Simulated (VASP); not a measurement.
A run of VASP 6.6.1 is set up as follows.

Contents of POSCAR:

```
LiCl
1.0
    3.8937404213      0.0000000000      0.0000000000
   -1.9468702107      3.3720781205      0.0000000000
    0.0000000000      0.0000000000      6.2258773919
Li Cl
2 2
Direct
    0.6666666667      0.3333333333      0.8780761529
    0.3333333333      0.6666666667      0.3780761529
    0.6666666667      0.3333333333      0.4969248471
    0.3333333333      0.6666666667      0.9969248471
```

Contents of INCAR.step1:

```
PREC = Accurate ; ENCUT = 520
ISMEAR = 0 ; SIGMA = 0.01
LREAL = F ; LASPH = T
NELM = 100 ; NBANDS = 18
GGA = PE ; ALGO = Normal
EDIFF = 1E-4 ; LWAVE = T
LCHARG = F
```

The input INCAR.step2:

```
PREC = Accurate ; ENCUT = 520
EDIFF = 1E-7 ; ISMEAR = 0
SIGMA = 0.01 ; LREAL = F
LASPH = T ; NELM = 100
ALGO = Normal ; ISIF = 2
LWAVE = F ; LCHARG = T
METAGGA = R2SCAN ; LMIXTAU = T
LELF = T ; LVHAR = T
NBANDS = 18 ; ISTART = 1
```

The input KPOINTS:

```
Automatic mesh
0
Gamma
  6 6 2
```

Potentials or basis: VASP PAW PBE potentials, release 64 (Li_sv, Cl).

Launch:

```console
$ cat potpaw_PBE.64/Li_sv/POTCAR potpaw_PBE.64/Cl/POTCAR > POTCAR
$ cp INCAR.step1 INCAR
$ mpirun -np 1 vasp_std > vasp.out
$ cp INCAR.step2 INCAR
$ mpirun -np 1 vasp_std > vasp.out
```

Q: What does it give for the largest force?

A: 0.004 eV/Å.

Q: Estimate the band gap on the k mesh.

A: 6.74 eV.

Forces on the atoms (eV/Å):
```
Li   0.000  0.000 -0.004
Li   0.000  0.000 -0.004
Cl   0.000  0.000  0.004
Cl   0.000  0.000  0.004
```

Caveat: the k points lie up to 0.50 Å⁻¹ apart; the PAW data sets were made with another functional, which shifts forces and pressure a little.
